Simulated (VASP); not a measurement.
## Mn: single point with PBE

The system is Mn.

```
Mn
1.0
     2.48364    0.00000    0.00000
    -1.24182    2.15089    0.00000
     0.00000    0.00000    4.01335
Mn
2
Cartesian
  0.0000 1.4339 1.0033
  1.2418 0.7170 3.0100
```

```json
{
  "Program": "VASP 6.6.1",
  "Task": "single point",
  "Functional": "PBE",
  "Potentials or basis": "VASP PAW PBE potentials, release 64 (Mn_pv)",
  "Cutoff": "520 eV",
  "k mesh": "17 × 17 × 9",
  "Occupations": "fermi-dirac, width 0.1 eV",
  "Spin": "collinear spin, ferromagnetic start",
  "Starting moments": "[3.0, 3.0] μB"
}
```

```
Pressure                                              : -0.1 GPa
Band gap on the k mesh                                : zero (filled and empty bands overlap)
Net moment                                            : 0.00 μB per cell
Valence electrons inside the program's atomic spheres : Mn 11.99
```

Stress tensor (GPa, compression positive):
```
-0.09  0.00  0.00
 0.00 -0.09  0.00
 0.00  0.00 -0.27
```

Levels at points of the mesh, in eV from the Fermi level:
Spin up:
```tsv
k point	band 11	band 12	band 13	band 14	band 15	band 16
(0.00, 0.00, 0.00)	-0.96	-0.48	-0.48	0.04	0.04	0.75
```
Spin down:
| k point | band 11 | band 12 | band 13 | band 14 | band 15 | band 16 |
| --- | --- | --- | --- | --- | --- | --- |
| (0.00, 0.00, 0.00) | -0.96 | -0.48 | -0.48 | 0.04 | 0.04 | 0.75 |

Run time: 70 s on 1 thread of Intel(R) Xeon(R) Platinum 8559C (Emerald Rapids) (shared host), peak memory 0.22 GiB.

Caveat: the starting moments collapsed, and a magnetic state may lie lower.
